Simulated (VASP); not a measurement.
A run of VASP 6.6.1:

The input INCAR:

```
SYSTEM = MnO
  PREC = Accurate
  ENCUT = 1340
  EDIFF = 1E-6
  ISMEAR = 0
  SIGMA = 0.05
  LREAL = .False.
  LASPH = .True.
  NELM = 200
  ALGO = Normal
  ISIF = 2
  LWAVE = .False.
  LCHARG = .False.
  ISPIN = 2
  MAGMOM = 5 0
  LORBIT = 11
  LMAXMIX = 4
  LDAU = .True.
  LDAUTYPE = 2
  LDAUL = 2 -1
  LDAUU = 3.9 0
  LDAUJ = 0 0
  LDAUPRINT = 1
  GGA = PE
  NBANDS = 22
  GGA_COMPAT = .False.
```

KPOINTS

```
regular mesh
0
Gamma
  5 5 5
  0 0 0
```

Contents of POSCAR:

```
MnO
1.0
    0.0000000000      2.2220003343      2.2220003343
    2.2220003343      0.0000000000      2.2220003343
    2.2220003343      2.2220003343      0.0000000000
Mn O
1 1
Direct
    0.0000000000      0.0000000000      0.0000000000
    0.5000000000      0.5000000000      0.5000000000
```

Potentials or basis: VASP PAW PBE potentials, release 64 (Mn_sv, O_h).

Run with:

```sh
$ cat potpaw_PBE.64/Mn_sv/POTCAR potpaw_PBE.64/O_h/POTCAR > POTCAR
$ mpirun -np 1 vasp_std > vasp.out
```

Hardware: 1 thread of Intel(R) Xeon(R) Platinum 8375C CPU @ 2.90GHz (Ice Lake) (shared host).

Q: How long does it take, and how much memory?

A: Wall time 56 s on 1 thread of Intel(R) Xeon(R) Platinum 8375C CPU @ 2.90GHz (Ice Lake), on a shared host, peak memory 0.29 GiB. Counts: scf iterations 15, k points 10.
